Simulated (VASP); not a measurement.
Input of a VASP 6.6.1 run:

File INCAR:

```
PREC     = Accurate       # precision mode
ENCUT    = 600            # plane-wave cutoff, eV
EDIFF    = 1E-6           # SCF threshold, eV
ISMEAR   = -1             # smearing method
SIGMA    = 0.1            # smearing width, eV
LREAL    = F              # projectors in reciprocal space
LASPH    = T              # aspherical terms in the spheres
NELM     = 100            # most SCF steps
ALGO     = Normal         # electronic algorithm
ISIF     = 3              # what is computed and relaxed
LWAVE    = F              # write WAVECAR
LCHARG   = F              # write CHGCAR
GGA      = PS             # functional
IBRION   = 2              # ionic algorithm
NSW      = 80             # ionic steps
EDIFFG   = -0.01          # ionic threshold
```

File KPOINTS:

```
regular mesh
0
Gamma
  11 11 6
```

Contents of POSCAR:

```
Hg
1.0
    3.1954827370      0.0000000000      0.0000000000
   -1.5977413685      2.7673692276      0.0000000000
    0.0000000000      0.0000000000      5.2182233095
Hg
2
Direct
    0.3333333333      0.6666666667      0.2500000000
    0.6666666667      0.3333333333      0.7500000000
```

Potentials or basis: VASP PAW PBE potentials, release 64 (Hg).

Command:

```sh
$ cat potpaw_PBE.64/Hg/POTCAR > POTCAR
$ mpirun -np 1 vasp_std > vasp.out
```

(1) Predict the relaxed volume.

(2) Estimate the band gap on the k mesh.

Results:

(1) 23.85 Å³/atom.

(2) zero (band 12 reaches 2.41 eV, above the bottom of band 13 at 0.75 eV).

Caveat: the PAW data sets were made with another functional, which shifts forces and pressure a little; spin-orbit coupling is left out, which moves the levels of the heavy elements.
